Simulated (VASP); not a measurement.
# Ti (Fm-3m) in VASP: further runs, part 2 of 2

VASP 6.6.1.

## 3. Single point, PBE

Contents of INCAR:

```
SYSTEM = Ti
ALGO = Normal ; EDIFF = 1E-6
ENCUT = 520 ; GGA = PE
ISIF = 2 ; ISMEAR = 0
LASPH = .True. ; LCHARG = .True.
LELF = .True. ; LREAL = .False.
LVHAR = .True. ; LWAVE = .False.
NBANDS = 12 ; NELM = 80
PREC = Accurate ; SIGMA = 0.013000000000000001
```

Contents of KPOINTS:

```
k-points
0
Gamma
  11 11 11
  0 0 0
```

Contents of POSCAR:

```
Ti
1.0
    0.0000000000      2.0300000000      2.0300000000
    2.0300000000      0.0000000000      2.0300000000
    2.0300000000      2.0300000000      0.0000000000
Ti
1
Direct
    0.0000000000      0.0000000000      0.0000000000
```

Potentials or basis: VASP PAW PBE potentials, release 64 (Ti_sv).

Command:

```bash
cat potpaw_PBE.64/Ti_sv/POTCAR > POTCAR
mpirun -np 1 vasp_std > vasp.out
```

OUTCAR:

```text
SYSTEM = Ti
   EDIFF = 1E-6
   ENCUT = 520
   GGA = PE
   ISIF = 2
   ISMEAR = 0
   LASPH = .True.
   LREAL = .False.
   NELM = 80
   PREC = Accurate

 ion  position               nearest neighbor table
   1  0.000  0.000  0.000-

  LATTYP: Found a face centered cubic cell.
 ALAT       =     4.0600000000

  Lattice vectors:

 A1 = (   0.0000000000,   2.0300000000,   2.0300000000)
 A2 = (   2.0300000000,   0.0000000000,   2.0300000000)
 A3 = (   2.0300000000,   2.0300000000,   0.0000000000)

Analysis of symmetry for initial positions (statically):
=====================================================================
 Subroutine PRICEL returns:
 Original cell was already a primitive cell.

 Routine SETGRP: Setting up the symmetry group for a
 face centered cubic supercell.

 Subroutine GETGRP returns: Found 48 space group operations
 (whereof 48 operations were pure point group operations)
 out of a pool of 48 trial point group operations.

The static configuration has the point symmetry O_h .

Analysis of symmetry for dynamics (positions and initial velocities):
=====================================================================
 Subroutine PRICEL returns:
 Original cell was already a primitive cell.

 Routine SETGRP: Setting up the symmetry group for a
 face centered cubic supercell.

 Subroutine GETGRP returns: Found 48 space group operations
 (whereof 48 operations were pure point group operations)
 out of a pool of 48 trial point group operations.

The dynamic configuration has the point symmetry O_h .

 Subroutine INISYM returns: Found 48 space group operations
 (whereof 48 operations are pure point group operations),
 and found     1 'primitive' translations

----------------------------------------------------------------------------------------

                                     Primitive cell

  volume of cell :      16.7309

  direct lattice vectors                    reciprocal lattice vectors
     0.000000000  2.030000000  2.030000000    -0.246305419  0.246305419  0.246305419
     2.030000000  0.000000000  2.030000000     0.246305419 -0.246305419  0.246305419
     2.030000000  2.030000000  0.000000000     0.246305419  0.246305419 -0.246305419

  length of vectors
     2.870853532  2.870853532  2.870853532     0.426613499  0.426613499  0.426613499

  position of ions in fractional coordinates (direct lattice)
     0.000000000  0.000000000  0.000000000

  ion indices of the primitive-cell ions
   primitive index   ion index
                 1           1

----------------------------------------------------------------------------------------

 KPOINTS: k-points

Automatic generation of k-mesh.
 Grid dimensions read from file:
 generate k-points for:   11   11   11

 Generating k-lattice:

  Cartesian coordinates                     Fractional coordinates (reciprocal lattice)
    -0.022391402  0.022391402  0.022391402     0.090909091  0.000000000  0.000000000
     0.022391402 -0.022391402  0.022391402     0.000000000  0.090909091  0.000000000
     0.022391402  0.022391402 -0.022391402     0.000000000  0.000000000  0.090909091

  Length of vectors
     0.038783045  0.038783045  0.038783045

  Shift w.r.t. Gamma in fractional coordinates (k-lattice)
     0.000000000  0.000000000  0.000000000

 Subroutine IBZKPT returns following result:
 ===========================================

 Found     56 irreducible k-points:

 Following reciprocal coordinates:
            Coordinates               Weight
  0.000000  0.000000  0.000000      1.000000
  0.090909  0.000000  0.000000      8.000000
  0.181818  0.000000  0.000000      8.000000
  0.272727  0.000000  0.000000      8.000000
  0.363636  0.000000  0.000000      8.000000
  0.454545  0.000000  0.000000      8.000000
[... 16 lines left out ...]
 -0.272727  0.181818  0.000000     24.000000
 -0.181818  0.181818  0.000000     12.000000
 [... further k-points ...]
   k-points           NKPTS =     56   k-points in BZ     NKDIM =     56   number of bands    NBANDS=     12
   number of dos      NEDOS =    301   number of ions     NIONS =      1
   total plane-waves  NPLWV =  13824
   dimension x,y,z NGX =    24 NGY =   24 NGZ =   24
   dimension x,y,z NGXF=    48 NGYF=   48 NGZF=   48
   ions per type =               1
   NGX,Y,Z   is equivalent  to a cutoff of  13.90, 13.90, 13.90 a.u.
   NGXF,Y,Z  is equivalent  to a cutoff of  27.80, 27.80, 27.80 a.u.
 SYSTEM =  Ti
   PREC   = accura    normal or accurate (medium, high low for compatibility)
   ISTART =      0    job   : 0-new  1-cont  2-samecut
   ICHARG =      2    charge: 1-file 2-atom 10-const
   ISPIN  =      1    spin polarized calculation?
   LNONCOLLINEAR =      F non collinear calculations
   LSORBIT =      F    spin-orbit coupling
   LASPH  =      T    aspherical Exc in radial PAW
   ENCUT  =  520.0 eV  38.22 Ry    6.18 a.u.   5.34  5.34  5.34*2*pi/ulx,y,z
   NELM   =     80;   NELMIN=  2; NELMDL= -5     # of ELM steps
   EDIFF  = 0.1E-05   stopping-criterion for ELM
   LREAL  =      F    real-space projection
[... 7 lines left out ...]
   TEBEG  =    0.0;   TEEND  =   0.0 temperature during run
   PSTRESS=    0.0 pullay stress
   NELECT =      12.0000    total number of electrons
   NUPDOWN=      -1.0000    fix difference up-down
   EMIN   =  10.00;   EMAX   =-10.00  energy-range for DOS
   EFERMI =   0.00;   METHOD = LEGACY
   ISMEAR =     0;   SIGMA  =   0.01  broadening in eV -4-tet -1-fermi 0-gaus
   EFERMI_NEDOS =   21; number of points for ismear=-14 and -15
   IALGO  =     38    algorithm
   IMIX   =      4    mixing-type and parameters
     AMIX     =   0.40;   BMIX     =  1.00
     AMIX_MAG =   1.60;   BMIX_MAG =  1.00
  volume/ion in A,a.u.               =      16.73       112.91
  Fermi-wavevector in a.u.,A,eV,Ry     =   1.465421  2.769245 29.217967  2.147460
  Thomas-Fermi vector in A             =   2.581280
   LORBIT       =      0    0 simple, 1 ext, 2 COOP (PROOUT), +10 PAW based schemes
   GGA     = PE    functional components
   LHFCALC =     F    Hartree Fock is set to
   AEXX    =    0.0000 exact exchange contribution
   IVDW    =     0    specifies the selected vdW correction
   LEPSILON=     F    determine dielectric tensor
   LRPA    =     F    only Hartree local field effects (RPA)
 non-spin polarized calculation
 Gauss-broadening in eV      SIGMA  =   0.01
  energy-cutoff  :      520.00
  volume of cell :       16.73
 maximum number of plane-waves:       463
 NGX is ok and might be reduce to    24
   NGX = 11   NGY = 11   NGZ = 11

 number of electron      12.0000002 magnetization

 Free energy of the ion-electron system (eV)
  ---------------------------------------------------
  ext. energy  EPLUGINS =         0.00000000
  ---------------------------------------------------
  free energy    TOTEN  =        -7.77574263 eV

  energy without entropy =       -7.77572074  energy(sigma->0) =       -7.77573169

 E-fermi :   8.6041     XC(G=0): -11.6716

 val. band max:        8.5949473946   @ k =   0.1818   0.1818   0.0000
 cond. band min:       8.6540745718   @ k =   0.2727   0.0000   0.0000
 fundamental gap:      0.0591271772
 Fermi energy:         8.6040725998

 k-point     1 :       0.0000    0.0000    0.0000
  band No.  band energies     occupation
      1     -47.9930      2.00000
      2     -23.8080      2.00000
      3     -23.8080      2.00000
      4     -23.8080      2.00000
      5       2.4389      2.00000
      6       9.5417      0.00000
      7       9.5417      0.00000
      8       9.5417      0.00000
      9      11.2608      0.00000
     10      11.2608      0.00000
     11      24.0813      0.00000
     12      28.7362      0.00000

 k-point     2 :       0.0909    0.0000    0.0000
  band No.  band energies     occupation
      1     -47.9818      2.00000
      2     -23.8702      2.00000
      3     -23.8157      2.00000
      4     -23.8157      2.00000
      5       2.7142      2.00000
      6       9.3725      0.00000
      7       9.6387      0.00000
      8       9.6387      0.00000
      9      11.1995      0.00000
     10      11.1995      0.00000
     11      24.3007      0.00000
     12      26.9466      0.00000
[... 316 lines left out ...]
 k-point    24 :      -0.1818    0.1818    0.0000
  band No.  band energies     occupation
      1     -47.8989      2.00000
      2     -24.2265      2.00000
      3     -23.9797      2.00000
      4     -23.8559      2.00000
      5       4.9775      2.00000
      6       8.4339      2.00000
      7       9.4535      0.00000
      8      10.4530      0.00000
      9      10.4683      0.00000
     10      12.2614      0.00000
     11      22.4355      0.00000
     12      22.9702      0.00000

 [... further k-points ...]
[... 5 lines left out ...]
  --------------------------------------------------------------------------------------
  -------------------------------------------------------------------------------------
  Total        0.3663125      0.3663125      0.3663125      0.0000000      0.0000000     -0.0000000
  in kB       35.0787570     35.0787570     35.0787570      0.0000000      0.0000000     -0.0000000
  external PRESSURE =      35.0787570 kB  Pullay stress =       0.0000000 kB

 VOLUME and BASIS-vectors are now :
 -----------------------------------------------------------------------------
  energy-cutoff  :      520.00
  volume of cell :       16.73
      direct lattice vectors                 reciprocal lattice vectors
     0.000000000  2.030000000  2.030000000    -0.246305419  0.246305419  0.246305419
     2.030000000  0.000000000  2.030000000     0.246305419 -0.246305419  0.246305419
     2.030000000  2.030000000  0.000000000     0.246305419  0.246305419 -0.246305419

 POSITION                                       TOTAL-FORCE (eV/Angst)
 -----------------------------------------------------------------------------------
      0.00000      0.00000      0.00000         0.000000     -0.000000      0.000000
 -----------------------------------------------------------------------------------
    total drift:                               -0.000000     -0.000000     -0.000000

  FREE ENERGIE OF THE ION-ELECTRON SYSTEM (eV)
  ---------------------------------------------------
  free  energy   TOTEN  =        -7.7757426276 eV

  energy  without entropy=       -7.7757207429  energy(sigma->0) =       -7.77573169
```

Wall time 16 s (1 thread of AMD EPYC 7R43 (Zen 3), shared host); peak memory 0.11 GiB.

Results:

| Item | Value |
| --- | --- |
| Free energy | -7.7757 eV |
| Pressure | 3.5 GPa |
| Band gap on the k mesh | zero (band 6 reaches 9.54 eV, above the bottom of band 7 at 8.35 eV) |
